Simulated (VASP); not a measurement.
Hf2Si, 6 atoms in the cell. It takes space group I4/mcm (No. 140, tetragonal). The conventional cell has a = 6.185 Å, b = 6.185 Å, c = 5.400 Å, α = 90.00°, β = 90.00°, γ = 90.00°. Within 3.6 Å of Hf (site symmetry m2m) lie 4 Si at 2.70 Å and 11 Hf at 2.74 to 3.32 Å. Si (site symmetry 422) has 8 Hf at 2.70 Å and 2 Si at 2.70 Å within 3.6 Å.  This cell differs from its parent crystal: strain -0.050 along x and y, +0.050 along z.

| Item | Value |
| --- | --- |
| Program | VASP 6.6.1 |
| Task | single point |
| Functional | PBEsol |
| Potentials or basis | VASP PAW PBE potentials, release 64 (Hf_pv, Si) |
| Cutoff | 520 eV |
| k mesh | 12 × 12 × 12 |
| Occupations | gaussian, width 0.15 eV |
| Spin | no spin polarisation |
| Dipole correction | no |
| Further INCAR settings | ALGO = Fast; EDIFF = 1e-06; NBANDS = 33 |

Potentials or basis: VASP PAW PBE potentials, release 64 (Hf_pv, Si).

Run with:

```sh
$ cat potpaw_PBE.64/Hf_pv/POTCAR potpaw_PBE.64/Si/POTCAR > POTCAR
$ mpirun -np 1 vasp_std > vasp.out
```

Hardware: 1 thread of Intel(R) Xeon(R) 6975P-C (Granite Rapids) (shared host).

Question: Estimate the wall time of this run.

Answer: Run time: 6.1 min on 1 thread of Intel(R) Xeon(R) 6975P-C (Granite Rapids), on a shared host, peak memory 0.56 GiB. Counts: scf iterations 15, k points 163.
